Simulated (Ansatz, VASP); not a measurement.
GaSb in VASP and in Ansatz

```
Ga Sb
1.0
     0.00000    2.50356    2.50356
     2.50356    0.00000    2.50356
     2.50356    2.50356    0.00000
Ga Sb
1 1
Direct
  0.00000 0.00000 0.00000
  0.25000 0.25000 0.25000
```

Change from the starting cell: volume scaled by 0.55, PAW files.

Alike in both runs: task single point; functional PBEsol; k mesh 11 × 11 × 11; occupations fermi-dirac, width 0.05 eV; no spin polarisation.

```csv
,VASP,Ansatz
version,VASP 6.6.1,Ansatz 0.2.0
potentials or method,"VASP PAW PBE potentials, release 64 (Ga_d, Sb)","PAW with Ansatz's default frozen-core files, scalar-relativistic"
plane-wave cutoff (eV),520,420
valence electrons in the cell,18,28
```

VASP gave:

| Property | Result |
| --- | --- |
| pressure (GPa) | 121.2 |

Task: What did Ansatz give for the same quantities?

Result: Pressure (GPa): 121.0.

VASP's potentials were made for PBE, not for PBEsol. Both programs put the cell under a high pressure, so it lies far from rest at this level. The functional is the same, so the differences come from potentials, cutoffs and numerics. VASP's potentials hold 18 valence electrons a cell and Ansatz's 28, so a difference there can come from the potentials and not from the codes.

Neither program's run includes spin-orbit coupling. Noted on VASP's run: the cell as given lies far from equilibrium.
